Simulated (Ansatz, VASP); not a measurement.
## Ti in VASP and in Ansatz

The input INCAR:

```
PREC = Accurate ; ENCUT = 520
EDIFF = 1E-8 ; ISMEAR = -1
SIGMA = 0.05 ; LREAL = False
LASPH = True ; NELM = 80
ALGO = Normal ; ISIF = 2
LWAVE = False ; LCHARG = False
LEFG = True ; NBANDS = 12
```

File KPOINTS:

```
Automatic mesh
0
Gamma
  14 14 14
```

Contents of POSCAR:

```
Ti
1.0
    0.0000000000      2.0367442356      2.0367442356
    2.0367442356      0.0000000000      2.0367442356
    2.0367442356      2.0367442356      0.0000000000
Ti
1
Direct
    0.0000000000      0.0000000000      0.0000000000
```

Input for Ansatz:

```yaml
crystal:
  lattice:
    - [0.0, 2.0367442356, 2.0367442356]
    - [2.0367442356, 0.0, 2.0367442356]
    - [2.0367442356, 2.0367442356, 0.0]
  atoms:
    - { symbol: Ti, position: [0.0, 0.0, 0.0] }
kpoints:
  mp_grid: { grid: [14, 14, 14] }
scf:
  occupations: { method: fermi_dirac, width: 0.05 }
hamiltonian:
  xc: lda
  pseudopotentials: { kind: paw }
output:
  forces: true
  stress: true
  eigenvalues: true
  efg: { contact_densities: true }
```

Change from the starting cell: volume scaled by 1.01, PAW files.

Alike in both runs: task electric field gradients; functional LDA; k mesh 14 × 14 × 14; occupations fermi-dirac, width 0.05 eV; no spin polarisation.

|  | VASP | Ansatz |
| --- | --- | --- |
| version | VASP 6.6.1 | Ansatz 0.2.0 |
| potentials or method | VASP PAW LDA potentials, release 64 (Ti_sv) | PAW with Ansatz's default frozen-core files, scalar-relativistic |
| plane-wave cutoff (eV) | 520 | 420 |
| valence electrons in the cell | 12 | 12 |

|  | VASP | Ansatz | Ansatz less VASP |
| --- | --- | --- | --- |
| pressure (GPa) | -6.0 | -5.9 | +0.11 |

LDA's correlation is that of Perdew and Zunger in VASP and of Perdew and Wang (1992) in Ansatz.
